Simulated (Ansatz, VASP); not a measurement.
One calculation of CoO, two programs

```
Co O
1.0
     3.21882    0.00000    0.00000
    -1.60941    2.78758    0.00000
     0.00000    0.00000    5.26334
Co O
2 2
Cartesian
  0.0000 1.8584 2.6494
  0.0000 0.0000 0.0183
  0.0000 1.8584 4.5873
  0.0000 0.0000 1.9559
```

Alike in both runs: task single point; functional LDA; k mesh 10 × 10 × 5; occupations fermi-dirac, width 0.05 eV; collinear spin.

|  | VASP | Ansatz |
| --- | --- | --- |
| version | VASP 6.6.1 | Ansatz 0.2.0 |
| potentials or method | VASP PAW LDA potentials, release 64 (Co, O) | Ansatz PAW |
| plane-wave cutoff (eV) | 520 | 420 |
| valence electrons in the cell | 30 | 46 |

```tsv
	VASP	Ansatz	Ansatz less VASP
gap on the k mesh at the Fermi level (eV)	none	none	-
pressure (GPa)	-17.7	-19.7	-2.04
traceless stress, the component that is largest in VASP (GPa)	2.10	1.40	-0.697
rms of the force components (eV/Å)	0.130	0.031	-0.0987
net moment per atom (μB)	1.37	0.00	-1.373
size of the moment on the site where the two differ most (μB)	2.35	2.02	-0.327
```

The net moments are unlike, so the other rows may belong to different states. LDA's correlation is that of Perdew and Zunger in VASP and of Perdew and Wang (1992) in Ansatz. Site moments also hang on the region over which each program counts them. Atom by atom the forces differ by 0.162 eV/Å (rms over components). A gap of «none» marks a metal or a gap that the smearing closes. VASP's potentials hold 30 valence electrons a cell and Ansatz's 46, so a difference there can come from the potentials and not from the codes.
